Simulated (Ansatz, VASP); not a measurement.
**One calculation of Nb, two programs**

INCAR

```
PREC = Accurate ; ENCUT = 520
EDIFF = 1E-6 ; ISMEAR = -1
SIGMA = 0.05 ; LREAL = F
LASPH = T ; NELM = 150
ALGO = Normal ; ISIF = 2
LWAVE = F ; LCHARG = F
LMAXMIX = 4 ; LDAU = T
LDAUTYPE = 2 ; LDAUL = 2
LDAUU = 2 ; LDAUJ = 0
LDAUPRINT = 1 ; NBANDS = 12
```

KPOINTS

```
Automatic mesh
0
Gamma
  11 11 11
```

Contents of POSCAR:

```
Nb
1.0
    0.0000000000      2.0150334753      2.0150334753
    2.0150334753      0.0000000000      2.0150334753
    2.0150334753      2.0150334753      0.0000000000
Nb
1
Direct
    0.0000000000      0.0000000000      0.0000000000
```

input.yaml

```yaml
crystal:
  lattice:
    - [0.0, 2.0150334753, 2.0150334753]
    - [2.0150334753, 0.0, 2.0150334753]
    - [2.0150334753, 2.0150334753, 0.0]
  atoms:
    - { symbol: Nb, position: [0.0, 0.0, 0.0] }
hamiltonian:
  xc: lda
  pseudopotentials: { kind: paw, accuracy: stringent, xc_functional: pbe }
  hubbard: { sites: [{ species: Nb, l: d, u_eff: 2.0 }] }
kpoints:
  mp_grid: { grid: [11, 11, 11] }
scf:
  occupations: { method: fermi_dirac, width: 0.05 }
output:
  forces: true
  stress: true
  eigenvalues: true
```

Alike in both runs: task single point; functional LDA; k mesh 11 × 11 × 11; occupations fermi-dirac, width 0.05 eV; no spin polarisation; Hubbard terms Nb d U = 2.0 eV.

```csv
,VASP,Ansatz
version,VASP 6.6.1,Ansatz 0.2.0
potentials or method,"VASP PAW LDA potentials, release 64 (Nb_sv)",SSSP precision PAW
plane-wave cutoff (eV),520,544
valence electrons in the cell,13,13
```

Ansatz gave:

| Item | Value |
| --- | --- |
| gap on the k mesh at the Fermi level (eV) | none |
| pressure (GPa) | 18.1 |

Task: What did VASP give for the same quantities?

Result: gap on the k mesh at the Fermi level (eV): none; pressure (GPa): 23.8.

LDA's correlation is that of Perdew and Zunger in VASP and of Perdew and Wang (1992) in Ansatz. The programs project onto different local orbitals, so the same U acts differently, and such runs can settle in different states. A gap of «none» marks a metal or a gap that the smearing closes.
